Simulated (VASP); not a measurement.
A run of VASP 6.6.1:

File INCAR:

```
SYSTEM = AlP
PREC = Accurate
ENCUT = 500
EDIFF = 1E-6
ISMEAR = 0
SIGMA = 0.01
LREAL = .FALSE.
LASPH = .TRUE.
NELM = 120
ALGO = Normal
ISIF = 2
LWAVE = .FALSE.
LCHARG = .FALSE.
GGA = PE
NBANDS = 11
GGA_COMPAT = .FALSE.
```

Contents of KPOINTS:

```
regular mesh
0
G
  4 4 4
  0 0 0
```

Contents of POSCAR:

```
AlP
1.0
    0.0000000000      2.6570794904      2.6570794904
    2.6570794904      0.0000000000      2.6570794904
    2.6570794904      2.6570794904      0.0000000000
Al P
1 1
Direct
    0.0000000000      0.0000000000      0.0000000000
    0.2500000000      0.2500000000      0.2500000000
```

Potentials or basis: VASP PAW PBE potentials, release 64 (Al, P).

Run with:

```console
$ cat potpaw_PBE.64/Al/POTCAR potpaw_PBE.64/P/POTCAR > POTCAR
$ mpirun -np 1 vasp_std > vasp.out
```

Hardware: 1 thread of Intel Xeon 8259CL (shared host).

Estimate the wall time of this run.

It took 7.1 s on 1 thread of Intel Xeon 8259CL, on a shared host, peak memory 0.14 GiB. Counts: scf iterations 12, k points 8.
